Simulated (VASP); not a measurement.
Runs of VASP 6.6.1 on Hg. The structure is that of space group R-3m (No. 166), or close to it. The cells are those of the table. 

```tsv
level	cell	k mesh	gap on the mesh (eV)	pressure (GPa)
PBE	a = 3.130 Å, angles 76.7°, 1 atom	8 × 8 × 8	none	0.1
r2SCAN	a = 3.027 Å, angles 82.0°, 1 atom	14 × 14 × 14	none	(a)
r2SCAN	a = 3.030 Å, angles 82.0°, 1 atom	14 × 14 × 14	none	0.2
r2SCAN	a = 3.070 Å, angles 82.7°, 1 atom	14 × 14 × 14	none	-0.9
```

Alike in all rows: task single point; potentials or basis VASP PAW PBE potentials, release 64 (Hg); no spin polarisation; cutoff (eV) 520; smearing gaussian 0.05 eV.

**Question.** Fill in the values left out.

**Answer.** (a) 0.3.

Caveats: spin-orbit coupling is left out, which moves the levels of the heavy elements; the PAW data sets were made with another functional, which shifts forces and pressure a little (some runs).

A k mesh can miss the band edges, and the runs leave out spin-orbit coupling on Hg.

A gap of «none» marks levels without a gap at the run's occupations.
